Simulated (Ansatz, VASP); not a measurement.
**One calculation of BaS, two programs**

```xyz
2
Lattice="3.8702 0.0364 0.0364 0.0364 3.8702 0.0364 0.0364 0.0364 3.8702" Properties=species:S:1:pos:R:3 pbc="T T T"
Ba    0.0000    0.0000    0.0000
S     1.9715    1.9715    1.9715
```

Change from the starting cell: shear_111 strain +2.9%.

Alike in both runs: task single point; functional PBE; k mesh 6 × 6 × 6; occupations fermi-dirac, width 0.02 eV; no spin polarisation.

```csv
,VASP,Ansatz
version,VASP 6.6.1,Ansatz 0.2.0
potentials or method,"VASP PAW PBE potentials, release 64 (Ba_sv, S)","plane waves, PAW"
plane-wave cutoff (eV),520,420
valence electrons in the cell,16,16
```

Ansatz gave:

```
gap on the k mesh at the Fermi level (eV)                     : 1.60
pressure (GPa)                                                : -0.9
traceless stress, the component that is largest in VASP (GPa) : -0.09
```

Q: Which values does VASP return?

A: gap on the k mesh at the Fermi level (eV): 1.48; pressure (GPa): -0.1; traceless stress, the component that is largest in VASP (GPa): -0.12.

Spin-orbit coupling is off throughout.
